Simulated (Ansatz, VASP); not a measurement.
In: VASP beside Ansatz

File INCAR:

```
SYSTEM = In
PREC = Accurate ; ENCUT = 520
EDIFF = 1E-7 ; ISMEAR = 0
SIGMA = 0.15 ; LREAL = .False.
LASPH = .True. ; NELM = 100
ALGO = Fast ; ISIF = 2
LWAVE = .False. ; LCHARG = .True.
GGA = PS ; LELF = .True.
LVHAR = .True. ; NBANDS = 12
```

File KPOINTS:

```
regular mesh
0
Gamma
  20 20 20
  0 0 0
```

File POSCAR:

```
In
1.0
   -1.6017577500      1.6017577500      2.5481685000
    1.6017577500     -1.6017577500      2.5481685000
    1.6017577500      1.6017577500     -2.5481685000
In
1
Direct
    0.0000000000      0.0000000000      0.0000000000
```

Input for Ansatz:

```yaml
crystal:
  lattice:
    - [-1.60175775, 1.60175775, 2.5481685]
    - [1.60175775, -1.60175775, 2.5481685]
    - [1.60175775, 1.60175775, -2.5481685]
  atoms:
    - { symbol: In, position: [0.0, 0.0, 0.0] }
basis:
  ecutwfc: 420
kpoints:
  mp_grid: { grid: [20, 20, 20] }
hamiltonian:
  xc: pbesol
scf:
  occupations: { method: gaussian, width: 0.15 }
output:
  forces: true
  stress: true
  eigenvalues: true
```

Change from the starting cell: strain -0.015 along x and y, +0.030 along z, atoms carried along.

Alike in both runs: task single point; functional PBEsol; k mesh 20 × 20 × 20; occupations gaussian, width 0.15 eV; no spin polarisation.

```csv
,VASP,Ansatz
version,VASP 6.6.1,Ansatz 0.2.0
potentials or method,"VASP PAW PBE potentials, release 64 (In_d), cutoff 520 eV","scalar-relativistic, plane waves, PAW"
valence electrons in the cell,13,13
```

|  | VASP | Ansatz | Ansatz less VASP |
| --- | --- | --- | --- |
| gap on the k mesh at the Fermi level (eV) | none | none | - |
| pressure (GPa) | -1.0 | -0.9 | +0.01 |

VASP's potentials were made for PBE, not for PBEsol. A gap of «none» marks a metal or a gap that the smearing closes. The functional is the same, so the differences come from potentials, cutoffs and numerics.
